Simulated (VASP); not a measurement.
Set up this calculation in VASP 6.6.1, as the native input.

| Property | Result |
| --- | --- |
| Task | single point |
| Functional | PBE |
| Potentials or basis | VASP PAW PBE potentials, release 64 (Ba_sv, Ti_sv, O) |
| Cutoff | 520 eV |
| k mesh | 6 × 6 × 6 |
| Occupations | gaussian, width 0.02 eV |
| Spin | no spin polarisation |
| Hubbard terms | Ti d U = 4.0 eV |
| Dipole correction | no |
| Further INCAR settings | ALGO = Normal; EDIFF = 1e-06; NBANDS = 28 |

The structure of BaTiO3 lies in POSCAR:

```
BaTiO3
1.0
    2.9463406640      1.7010705755      2.4165972010
   -2.9463406640      1.7010705755      2.4165972010
    0.0000000000     -3.4021411510      2.4165972009
Ba Ti O
1 1 3
Direct
    0.0092827295      0.0092827295      0.0092827295
    0.5226084733      0.5226084733      0.5226084733
    0.4855102411      0.9681893152      0.4855102411
    0.4855102411      0.4855102411      0.9681893152
    0.9681893152      0.4855102411      0.4855102411
```

This cell differs from its parent crystal: equal strain along all axes, cell held: +3.0 %, then relaxed in part.

These files were run (other wordings do the same):

INCAR

```
ALGO = Normal
EDIFF = 1E-6
ENCUT = 520
GGA = PE
ISIF = 2
ISMEAR = 0
LASPH = True
LCHARG = True
LDAU = True
LDAUJ = 0 0 0
LDAUL = -1 2 -1
LDAUPRINT = 1
LDAUTYPE = 2
LDAUU = 0 4 0
LELF = True
LMAXMIX = 4
LREAL = False
LVHAR = True
LWAVE = False
NBANDS = 28
NELM = 150
PREC = Accurate
SIGMA = 0.02
```

KPOINTS

```
k-points
0
Gamma
  6 6 6
```

Potentials or basis: VASP PAW PBE potentials, release 64 (Ba_sv, Ti_sv, O).

Command:

```bash
$ cat potpaw_PBE.64/Ba_sv/POTCAR potpaw_PBE.64/Ti_sv/POTCAR potpaw_PBE.64/O/POTCAR > POTCAR
$ mpirun -np 1 vasp_std > vasp.out
```

Results of the run:

The pressure is -3.7 GPa. The largest force is 0.821 eV/Å and the band gap on the k mesh is 3.09 eV, indirect (least direct gap 3.65 eV).

Caveat: the cell differs from its parent crystal (equal strain along all axes, cell held: +3.0 %, then relaxed in part); spin-orbit coupling is left out, which moves the levels of the heavy elements.

It took 42 s on 1 thread of Intel(R) Xeon(R) Platinum 8488C (Sapphire Rapids), on a shared host, peak memory 0.22 GiB.
